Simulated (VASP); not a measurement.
# Ni (Fm-3m) in VASP: a series of runs, part 2 of 2

VASP 6.6.1. Earlier steps stand in the parts before.

### 3 Single point, r2SCAN, collinear spin, antiferromagnetic start

Contents of POSCAR:

```
Ni
1.0
    0.0000000000      3.5317333300      3.5317333300
    1.7658666700      0.0000000000      1.7658666700
    1.7658666700      1.7658666700      0.0000000000
Ni
2
Direct
    0.0000000000      0.0000000000      0.0000000000
    0.5000000000      0.0000000000      0.0000000000
```

Contents of INCAR.step1:

```
SYSTEM = Ni
  PREC = Accurate
  ENCUT = 520
  ISMEAR = -1
  SIGMA = 0.05
  LREAL = .FALSE.
  LASPH = .TRUE.
  NELM = 150
  ISPIN = 2
  MAGMOM = 2 -2
  LMAXMIX = 4
  NBANDS = 21
  GGA = PE
  ALGO = Normal
  EDIFF = 1E-4
  LWAVE = .TRUE.
  LCHARG = .FALSE.
```

Contents of INCAR.step2:

```
SYSTEM = Ni
  PREC = Accurate
  ENCUT = 520
  EDIFF = 1E-6
  ISMEAR = -1
  SIGMA = 0.05
  LREAL = .FALSE.
  LASPH = .TRUE.
  NELM = 150
  ALGO = Normal
  ISIF = 2
  LWAVE = .FALSE.
  LCHARG = .FALSE.
  ISPIN = 2
  MAGMOM = 2 -2
  LORBIT = 11
  LMAXMIX = 4
  METAGGA = R2SCAN
  LMIXTAU = .TRUE.
  NBANDS = 21
  ISTART = 1
```

Contents of KPOINTS:

```
Automatic mesh
0
G
  7 14 14
  0 0 0
```

Potentials or basis: VASP PAW PBE potentials, release 64 (Ni).

The run is started by

```console
$ cat potpaw_PBE.64/Ni/POTCAR > POTCAR
$ cp INCAR.step1 INCAR
$ mpirun -np 1 vasp_std > vasp.out
$ cp INCAR.step2 INCAR
$ mpirun -np 1 vasp_std > vasp.out
```

It took 3.7 min on 1 thread of Intel Xeon 6975P-C (Granite Rapids), shared host; peak memory 0.23 GiB.

It converged, with:

```yaml
Free_energy: -23.6983 eV
Pressure: -8.8 GPa
Band_gap_on_the_k_mesh: zero (filled and empty bands overlap)
Net_moment: 0.00 μB per cell
Site_moments: Ni +0.55, -0.55 μB
Valence_electrons_inside_the_program's_atomic_spheres: Ni 9.33
```

Stress tensor (GPa, compression positive):
```
-8.82 -1.35 -1.35
-1.35 -8.82  1.35
-1.35  1.35 -8.82
```

Levels at points of the mesh, in eV from the Fermi level:
Spin up:
| k point | band 7 | band 8 | band 9 | band 10 | band 11 | band 12 | band 13 | band 14 |
| --- | --- | --- | --- | --- | --- | --- | --- | --- |
| (0.00, 0.00, 0.00) | -1.79 | -0.86 | -0.86 | -0.22 | -0.19 | -0.19 | 6.18 | 23.04 |
| (0.00, 0.50, 0.00) | -0.49 | -0.25 | -0.14 | 0.40 | 0.47 | 2.61 | 6.15 | 9.67 |
Spin down:
```
           k point  band 7  band 8  band 9  band 10  band 11  band 12  band 13  band 14
(0.00, 0.00, 0.00)   -1.79   -0.86   -0.86    -0.22    -0.19    -0.19     6.18    23.04
(0.00, 0.50, 0.00)   -0.49   -0.25   -0.14     0.40     0.47     2.61     6.15     9.67
```

Caveat: the cell stands under tension; the antiferromagnetic order is the one typed at the start, and another may lie lower; the PAW data sets were made with another functional, which shifts forces and pressure a little.

### 4 Single point, r2SCAN, collinear spin, ferromagnetic start

POSCAR is that of step 3.

Contents of INCAR.step1:

```
PREC = Accurate
ENCUT = 520
ISMEAR = -1
SIGMA = 0.05
LREAL = F
LASPH = T
NELM = 150
ISPIN = 2
MAGMOM = 0.4 0.4
LMAXMIX = 4
NBANDS = 21
GGA = PE
ALGO = Normal
EDIFF = 1E-4
LWAVE = T
LCHARG = F
```

Contents of INCAR.step2:

```
PREC = Accurate
ENCUT = 520
EDIFF = 1E-6
ISMEAR = -1
SIGMA = 0.05
LREAL = F
LASPH = T
NELM = 150
ALGO = Normal
ISIF = 2
LWAVE = F
LCHARG = T
ISPIN = 2
MAGMOM = 0.4 0.4
LORBIT = 11
LMAXMIX = 4
METAGGA = R2SCAN
LMIXTAU = T
LELF = T
LVHAR = T
NBANDS = 21
ISTART = 1
```

Contents of KPOINTS:

```
regular mesh
0
Gamma
  7 14 14
```

Potentials or basis: VASP PAW PBE potentials, release 64 (Ni).

The run is started by

```console
$ cat potpaw_PBE.64/Ni/POTCAR > POTCAR
$ cp INCAR.step1 INCAR
$ mpirun -np 1 vasp_std > vasp.out
$ cp INCAR.step2 INCAR
$ mpirun -np 1 vasp_std > vasp.out
```

OUTCAR:

```text
PREC = Accurate
   ENCUT = 520
   EDIFF = 1E-6
   ISMEAR = -1
   LREAL = F
   LASPH = T
   NELM = 150
   ISIF = 2
   ISPIN = 2
   LORBIT = 11
   METAGGA = R2SCAN
   ISTART = 1

 ion  position               nearest neighbor table
   1  0.000  0.000  0.000-   2 2.50   2 2.50   2 2.50   2 2.50   2 2.50   2 2.50
   2  0.500  0.000  0.000-   1 2.50   1 2.50   1 2.50   1 2.50   1 2.50   1 2.50

  LATTYP: Found a trigonal (rhomboedric) cell.
 ALAT       =     4.3254722830
 COS(alpha) =     0.8333333325

[... 1416 lines left out ...]
  external PRESSURE =     -84.7913098 kB  Pullay stress =       0.0000000 kB

 VOLUME and BASIS-vectors are now :
 -----------------------------------------------------------------------------
  energy-cutoff  :      520.00
  volume of cell :       22.03
      direct lattice vectors                 reciprocal lattice vectors
     0.000000000  3.531733330  3.531733330    -0.141573543  0.141573543  0.141573543
     1.765866670  0.000000000  1.765866670     0.283147085 -0.283147085  0.283147085
     1.765866670  1.765866670  0.000000000     0.283147085  0.283147085 -0.283147085

 POSITION                                       TOTAL-FORCE (eV/Angst)
 -----------------------------------------------------------------------------------
      0.00000      0.00000      0.00000        -0.000000     -0.000000     -0.000000
      0.00000      1.76587      1.76587         0.000000      0.000000      0.000000
 -----------------------------------------------------------------------------------
    total drift:                               -0.000000     -0.000000     -0.000000

  FREE ENERGIE OF THE ION-ELECTRON SYSTEM (eV)
  ---------------------------------------------------
  free  energy   TOTEN  =       -23.8712738493 eV

  energy  without entropy=      -23.8492372451  energy(sigma->0) =      -23.86025555

 total charge

# of ion       s       p       d       tot
------------------------------------------
    1        0.510   0.508   8.305   9.323
    2        0.510   0.508   8.305   9.323
--------------------------------------------------
tot          1.020   1.016  16.610  18.646

 magnetization (x)

# of ion       s       p       d       tot
------------------------------------------
    1       -0.009  -0.044   0.830   0.777
    2       -0.009  -0.044   0.830   0.777
--------------------------------------------------
tot         -0.019  -0.087   1.661   1.554
```

OSZICAR.step1:

```text
N       E                     dE             d eps       ncg     rms          rms(c)
DAV:   1     0.975121551534E+02    0.97512E+02   -0.84927E+03 13056   0.130E+03
DAV:   2    -0.714754202338E+01   -0.10466E+03   -0.96583E+02 12456   0.235E+02
DAV:   3    -0.128955505403E+02   -0.57480E+01   -0.55280E+01 13819   0.631E+01
DAV:   4    -0.129737989907E+02   -0.78248E-01   -0.78171E-01 13711   0.688E+00
DAV:   5    -0.129761939544E+02   -0.23950E-02   -0.23948E-02 13791   0.119E+00    0.138E+01
DAV:   6    -0.116589051995E+02    0.13173E+01   -0.76902E+00 14348   0.576E+01    0.863E+00
DAV:   7    -0.109811593260E+02    0.67775E+00   -0.17198E+00 14204   0.238E+01    0.266E+00
DAV:   8    -0.109536673906E+02    0.27492E-01   -0.17395E-02 16261   0.173E+00    0.124E+00
DAV:   9    -0.109491365729E+02    0.45308E-02   -0.96867E-04 17802   0.401E-01    0.409E-01
DAV:  10    -0.109481696427E+02    0.96693E-03   -0.65382E-05  9238   0.145E-01    0.188E-01
DAV:  11    -0.109480352649E+02    0.13438E-03   -0.16553E-04 10200   0.210E-01    0.302E-02
DAV:  12    -0.109480348621E+02    0.40277E-06   -0.53940E-05  7775   0.683E-02
   1 F= -.10948035E+02 E0= -.10931822E+02  d E =-.324251E-01  mag=     1.1980
```

Run time: 2.9 min. Hardware: 1 thread of Intel Xeon 6975P-C (Granite Rapids), shared host; peak memory 0.22 GiB.

What came out:

```
Free energy                                           : -23.8713 eV
Pressure                                              : -8.5 GPa
Net moment                                            : 1.50 μB per cell
Site moments                                          : Ni +0.78 μB
Valence electrons inside the program's atomic spheres : Ni 9.32
```

Caveat: the cell stands under tension; the PAW data sets were made with another functional, which shifts forces and pressure a little.
